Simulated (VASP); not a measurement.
A run of VASP 6.6.1 is set up as follows.

File INCAR:

```
  ALGO = Normal
  EDIFF = 1E-6
  ENCUT = 520
  GGA = PS
  ISIF = 2
  ISMEAR = 0
  ISPIN = 2
  LASPH = True
  LCHARG = False
  LDAU = True
  LDAUJ = 0.9 0
  LDAUL = 3 -1
  LDAUPRINT = 1
  LDAUTYPE = 1
  LDAUU = 7 0
  LMAXMIX = 6
  LORBIT = 11
  LREAL = False
  LWAVE = False
  MAGMOM = 7.63 -0.16
  NBANDS = 22
  NELM = 150
  PREC = Accurate
  SIGMA = 0.05
```

Contents of KPOINTS:

```
k-points
0
Gamma
  7 7 7
```

POSCAR

```
GdN
1.0
    0.0000000000      2.4994985700      2.4994985700
    2.4994985700      0.0000000000      2.4994985700
    2.4994985700      2.4994985700      0.0000000000
Gd N
1 1
Direct
    0.5000000000      0.5000000000      0.5000000000
    0.0000000000      0.0000000000      0.0000000000
```

Potentials or basis: VASP PAW PBE potentials, release 64 (Gd, N).

Run with:

```bash
$ cat potpaw_PBE.64/Gd/POTCAR potpaw_PBE.64/N/POTCAR > POTCAR
$ mpirun -np 1 vasp_std > vasp.out
```

What does it give for the pressure?

-4.6 GPa.

What does it give for the net moment?

7.00 μB per cell.

Estimate the band gap on the k mesh.

zero (filled and empty bands overlap).

Eigenvalues of the final occupation matrices:
```tsv
site	spin	trace	eigenvalues
site 1 f	1	6.94	0.99 0.99 0.99 0.99 0.99 0.99 0.99
site 1 f	2	0.04	0.00 0.00 0.00 0.00 0.01 0.01 0.01
```

Caveat: the PAW data sets were made with another functional, which shifts forces and pressure a little; spin-orbit coupling is left out, which moves the levels of the heavy elements; a cell with one magnetic atom can't hold antiferromagnetic order, which such compounds often take. The state reached can hang on the start; a lower one may exist.
